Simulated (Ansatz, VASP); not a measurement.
One calculation of MgO, two programs

```
Mg O
1.0
     3.53470    0.00000    0.00000
    -1.76735    3.06114    0.00000
     0.00000    0.00000    5.01939
Mg O
2 2
Direct
  0.33333 0.66667 0.00366
  0.66667 0.33333 0.50366
  0.33333 0.66667 0.40094
  0.66667 0.33333 0.90094
```

Alike in both runs: task single point; functional PBEsol; k mesh 9 × 9 × 6; occupations gaussian, width 0.05 eV; no spin polarisation.

|  | VASP | Ansatz |
| --- | --- | --- |
| version | VASP 6.6.1 | Ansatz 0.2.0 |
| potentials or method | VASP PAW PBE potentials, release 64 (Mg, O), cutoff 520 eV | scalar-relativistic, plane waves, PAW |
| valence electrons in the cell | 16 | 32 |

Ansatz gave:

- gap on the k mesh at the Fermi level (eV): 2.61
- least direct gap on the mesh (eV): 2.61
- pressure (GPa): -12.3
- traceless stress, the component that is largest in VASP (GPa): 6.45
- rms of the force components (eV/Å): 0.202

**Question.** Which values does VASP return?

**Answer.** gap on the k mesh at the Fermi level (eV): 2.60; least direct gap on the mesh (eV): 2.60; pressure (GPa): -12.7; traceless stress, the component that is largest in VASP (GPa): 6.55; rms of the force components (eV/Å): 0.203.

VASP's potentials were made for PBE, not for PBEsol, and Ansatz warns of the same on its side. Atom by atom the forces differ by 0.001 eV/Å (rms over components). VASP's potentials hold 16 valence electrons a cell and Ansatz's 32, so a difference there can come from the potentials and not from the codes.
